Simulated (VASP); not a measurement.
# TiCo (F-43m) in VASP: relaxation of cell and atoms with r2SCAN

Aim: the relaxation of cell and atoms of TiCo with r2SCAN.

All numbers are computed with VASP 6.6.1; they aren't measurements. Logs are shortened: lines on timing, memory, paths and dates and some standing lists are left out, and cuts for length are marked.

**1. The cell of the first run**

Symmetry: F-43m, No. 216, cubic system. The conventional cell has a = 4.830 Å, b = 4.830 Å, c = 4.830 Å, α = 90.00°, β = 90.00°, γ = 90.00°. Within 2.8 Å of Ti (site symmetry -43m) lie 4 Co at 2.09 Å. Co (site symmetry -43m) has 4 Ti at 2.09 Å within 2.8 Å.

**2. Relaxation of cell and atoms, r2SCAN, collinear spin**

Contents of POSCAR:

```
TiCo
1.0
    0.0000000000      2.4150006822      2.4150006822
    2.4150006822      0.0000000000      2.4150006822
    2.4150006822      2.4150006822      0.0000000000
Ti Co
1 1
Direct
    0.0000000000      0.0000000000      0.0000000000
    0.7500000000      0.7500000000      0.7500000000
```

Contents of INCAR.step1:

```
  PREC = Accurate
  ENCUT = 600
  ISMEAR = 0
  SIGMA = 0.1
  LREAL = F
  LASPH = T
  NELM = 150
  ISPIN = 2
  MAGMOM = -0.35 0
  LMAXMIX = 4
  GGA = PE
  ALGO = Normal
  EDIFF = 1E-4
  LWAVE = T
  LCHARG = F
```

Contents of INCAR.step2:

```
  PREC = Accurate
  ENCUT = 600
  EDIFF = 1E-6
  ISMEAR = 0
  SIGMA = 0.1
  LREAL = F
  LASPH = T
  NELM = 150
  ALGO = Normal
  ISIF = 3
  LWAVE = F
  LCHARG = F
  ISPIN = 2
  MAGMOM = -0.35 0
  LORBIT = 11
  LMAXMIX = 4
  METAGGA = R2SCAN
  LMIXTAU = T
  IBRION = 2
  NSW = 90
  EDIFFG = -0.04
  ISTART = 1
```

Contents of KPOINTS:

```
regular mesh
0
Gamma
  6 6 6
```

Potentials or basis: VASP PAW PBE potentials, release 64 (Ti_sv, Co).

The run is started by

```bash
$ cat potpaw_PBE.64/Ti_sv/POTCAR potpaw_PBE.64/Co/POTCAR > POTCAR
$ cp INCAR.step1 INCAR
$ mpirun -np 1 vasp_std > vasp.out
$ cp INCAR.step2 INCAR
$ mpirun -np 1 vasp_std > vasp.out
```

OUTCAR:

```text
PREC = Accurate
   ENCUT = 600
   EDIFF = 1E-6
   ISMEAR = 0
   LREAL = F
   LASPH = T
   NELM = 150
   ISIF = 3
   ISPIN = 2
   LORBIT = 11
   METAGGA = R2SCAN
   IBRION = 2
   NSW = 90
   EDIFFG = -0.04
   ISTART = 1

 ion  position               nearest neighbor table
   1  0.000  0.000  0.000-   2 2.09   2 2.09   2 2.09   2 2.09
   2  0.750  0.750  0.750-   1 2.09   1 2.09   1 2.09   1 2.09

  LATTYP: Found a face centered cubic cell.
 ALAT       =     4.8300013644

  Lattice vectors:

 A1 = (   0.0000000000,   2.4150006822,   2.4150006822)
 A2 = (   2.4150006822,   0.0000000000,   2.4150006822)
 A3 = (   2.4150006822,   2.4150006822,   0.0000000000)

Analysis of symmetry for initial positions (statically):
=====================================================================
 Subroutine PRICEL returns:
 Original cell was already a primitive cell.

 Routine SETGRP: Setting up the symmetry group for a
 face centered cubic supercell.

 Subroutine GETGRP returns: Found 24 space group operations
 (whereof 24 operations were pure point group operations)
 out of a pool of 48 trial point group operations.

The static configuration has the point symmetry T_d .

Analysis of symmetry for dynamics (positions and initial velocities):
=====================================================================
 Subroutine PRICEL returns:
 Original cell was already a primitive cell.

 Routine SETGRP: Setting up the symmetry group for a
 face centered cubic supercell.

 Subroutine GETGRP returns: Found 24 space group operations
 (whereof 24 operations were pure point group operations)
 out of a pool of 48 trial point group operations.

The dynamic configuration has the point symmetry T_d .

Analysis of structural, dynamic, and magnetic symmetry:
=====================================================================
 Subroutine PRICEL returns:
 Original cell was already a primitive cell.

 Routine SETGRP: Setting up the symmetry group for a
 face centered cubic supercell.

 Subroutine GETGRP returns: Found 24 space group operations
 (whereof 24 operations were pure point group operations)
 out of a pool of 48 trial point group operations.

The overall configuration has the point symmetry T_d .

 Subroutine INISYM returns: Found 24 space group operations
 (whereof 24 operations are pure point group operations),
 and found     1 'primitive' translations

----------------------------------------------------------------------------------------

[... 115 lines left out ...]
 spin polarized calculation
 Gauss-broadening in eV      SIGMA  =   0.10
  energy-cutoff  :      600.00
  volume of cell :       28.17
 maximum number of plane-waves:       960
   NGX = 13   NGY = 13   NGZ = 13

--------------------------------------- Ionic step        1  -------------------------------------------

 number of electron      21.0000001 magnetization      -0.6692819

 Free energy of the ion-electron system (eV)
  ---------------------------------------------------
  ext. energy  EPLUGINS =         0.00000000
  ---------------------------------------------------
  free energy    TOTEN  =       -23.18513192 eV

  energy without entropy =      -23.17416955  energy(sigma->0) =      -23.17965074

------------------------ aborting loop because EDIFF is reached ----------------------------------------

  FORCE on cell =-STRESS in cart. coord.  units (eV):
  Direction    XX          YY          ZZ          XY          YZ          ZX
  --------------------------------------------------------------------------------------
  -------------------------------------------------------------------------------------
  Total        7.1135407      7.1135407      7.1135407     -0.0000000     -0.0000000     -0.0000000
  in kB      404.5895256    404.5895256    404.5895256     -0.0000000     -0.0000000     -0.0000000
  external PRESSURE =     404.5895256 kB  Pullay stress =       0.0000000 kB
[... 99 lines left out ...]
--------------------------------------- Ionic step        4  -------------------------------------------

 number of electron      21.0000014 magnetization      -0.7409633

 Free energy of the ion-electron system (eV)
  ---------------------------------------------------
  ext. energy  EPLUGINS =         0.00000000
  ---------------------------------------------------
  free energy    TOTEN  =       -24.02372041 eV

  energy without entropy =      -24.01255168  energy(sigma->0) =      -24.01813605

 E-fermi :   5.8054     XC(G=0): -11.3524

 val. band max:        5.7987812506   @ k =   0.5000   0.1667   0.0000
 cond. band min:       5.8213918186   @ k =  -0.3333   0.3333   0.0000
 fundamental gap:      0.0226105680
 Fermi energy:         5.8054185725

 spin component 1

 k-point     1 :       0.0000    0.0000    0.0000
  band No.  band energies     occupation
      1     -52.6656      1.00000
      2     -27.9065      1.00000
      3     -27.9065      1.00000
      4     -27.9065      1.00000
      5       0.2659      1.00000
      6       4.0161      1.00000
      7       4.0162      1.00000
      8       4.2972      1.00000
      9       4.2972      1.00000
     10       4.2972      1.00000
     11       7.1196      0.00000
     12       7.1196      0.00000
     13       7.1196      0.00000
     14       9.1255      0.00000
[... 240 lines left out ...]
  band No.  band energies     occupation
      1     -52.6572      1.00000
      2     -27.9483      1.00000
      3     -27.9279      1.00000
      4     -27.9186      1.00000
      5       3.3184      1.00000
      6       3.3302      1.00000
      7       4.4249      1.00000
      8       4.4754      1.00000
      9       4.7465      1.00000
     10       5.1995      1.00000
     11       5.8603      0.21863
     12       7.6006      0.00000
     13       8.4409      0.00000
     14       9.3545      0.00000
 Fermi energy:         5.8054185725

 spin component 2

 k-point     1 :       0.0000    0.0000    0.0000
  band No.  band energies     occupation
      1     -53.4695      1.00000
      2     -28.7126      1.00000
      3     -28.7126      1.00000
      4     -28.7126      1.00000
      5      -0.3109      1.00000
      6       4.1751      1.00000
      7       4.1751      1.00000
      8       4.2748      1.00000
      9       4.2748      1.00000
     10       4.2748      1.00000
     11       6.5808      0.00000
     12       6.5808      0.00000
     13       6.5809      0.00000
     14       8.7890      0.00000
[... 282 lines left out ...]
  FREE ENERGIE OF THE ION-ELECTRON SYSTEM (eV)
  ---------------------------------------------------
  free  energy   TOTEN  =       -24.0237204147 eV

  energy  without entropy=      -24.0125516785  energy(sigma->0) =      -24.01813605

 reached required accuracy - stopping structural energy minimisation

 total charge

# of ion       s       p       d       tot
------------------------------------------
    1        2.257   6.118   1.974  10.349
    2        0.680   0.244   7.586   8.510
--------------------------------------------------
tot          2.936   6.363   9.561  18.859

 magnetization (x)

# of ion       s       p       d       tot
------------------------------------------
    1       -0.032  -0.038  -0.642  -0.712
    2       -0.025  -0.104   0.341   0.211
--------------------------------------------------
tot         -0.057  -0.142  -0.301  -0.500
```

OUTCAR.step1:

```text
PREC = Accurate
   ENCUT = 600
   ISMEAR = 0
   LREAL = F
   LASPH = T
[... 773 lines left out ...]
 -----------------------------------------------------------------------------------
      0.00000      0.00000      0.00000        -0.000000     -0.000000     -0.000000
      3.62250      3.62250      3.62250         0.000000      0.000000      0.000000
 -----------------------------------------------------------------------------------
    total drift:                               -0.000000     -0.000000     -0.000000

  FREE ENERGIE OF THE ION-ELECTRON SYSTEM (eV)
  ---------------------------------------------------
  free  energy   TOTEN  =       -12.1280068437 eV

  energy  without entropy=      -12.1073055821  energy(sigma->0) =      -12.11765621
```

OSZICAR.step1:

```text
N       E                     dE             d eps       ncg     rms          rms(c)
DAV:   1     0.167682027578E+03    0.16768E+03   -0.11484E+04   896   0.207E+03
DAV:   2    -0.169510409469E+01   -0.16938E+03   -0.16609E+03   920   0.428E+02
DAV:   3    -0.125948549629E+02   -0.10900E+02   -0.10790E+02  1480   0.118E+02
DAV:   4    -0.128511279727E+02   -0.25627E+00   -0.25583E+00  1094   0.163E+01
DAV:   5    -0.128622943940E+02   -0.11166E-01   -0.11166E-01  1292   0.301E+00    0.126E+01
DAV:   6    -0.140290415425E+02   -0.11667E+01   -0.21476E+01  1410   0.493E+01    0.186E+01
DAV:   7    -0.121975546117E+02    0.18315E+01   -0.21523E+01  1356   0.540E+01    0.524E+00
DAV:   8    -0.121120298674E+02    0.85525E-01   -0.13331E+00  1332   0.148E+01    0.281E+00
DAV:   9    -0.121394143206E+02   -0.27384E-01   -0.14897E-01  1080   0.449E+00    0.134E+00
DAV:  10    -0.121284092672E+02    0.11005E-01   -0.55954E-02  1378   0.279E+00    0.481E-01
DAV:  11    -0.121279949431E+02    0.41432E-03   -0.36041E-03  1334   0.646E-01    0.215E-01
DAV:  12    -0.121280068437E+02   -0.11901E-04   -0.33171E-04   950   0.229E-01
   1 F= -.12128007E+02 E0= -.12117656E+02  d E =-.207013E-01  mag=    -0.3169
```

It took 11 min on 1 thread of Intel Xeon 8259CL, shared host; peak memory 0.2 GiB.

What came out:

```yaml
Free_energy: -24.0237 eV
Relaxed_volume: 18.30 Å³/atom
Relaxed_cell: a = 3.727 Å, b = 3.727 Å, c = 3.727 Å, α = 60.00°, β = 60.00°, γ = 60.00°
Space_group_after_relaxing_to_0.1_Å: F-43m (No. 216)
Energy_gained_by_relaxing: 419.3 meV/atom
Ionic_steps: 4
Pressure_after_relaxing: 0.0 GPa
Net_moment: -0.74 μB per cell
Site_moments: Ti -0.71; Co +0.21 μB
Valence_electrons_inside_the_program's_atomic_spheres: Ti 10.35; Co 8.51
```

Step by step:
```tsv
step	energy change (eV)	largest force (eV/Å)	pressure (GPa)	volume (Å³)
1	0.0000	0.0000	40.46	28.17
2	-0.5226	0.0000	-9.30	45.30
3	-0.8384	0.0000	-0.38	36.79
4	-0.8386	0.0000	-0.04	36.61
```

Final structure:
```
Ti Co
1.0
     0.00000    2.63535    2.63535
     2.63535    0.00000    2.63535
     2.63535    2.63535    0.00000
Ti Co
1 1
Cartesian
  0.0000 0.0000 0.0000
  3.9530 3.9530 3.9530
```

Caveat: the k points lie up to 0.34 Å⁻¹ apart in the final cell; the volume moved by over 15 % at a fixed basis, so the end points are rough; the PAW data sets were made with another functional, which shifts forces and pressure a little.
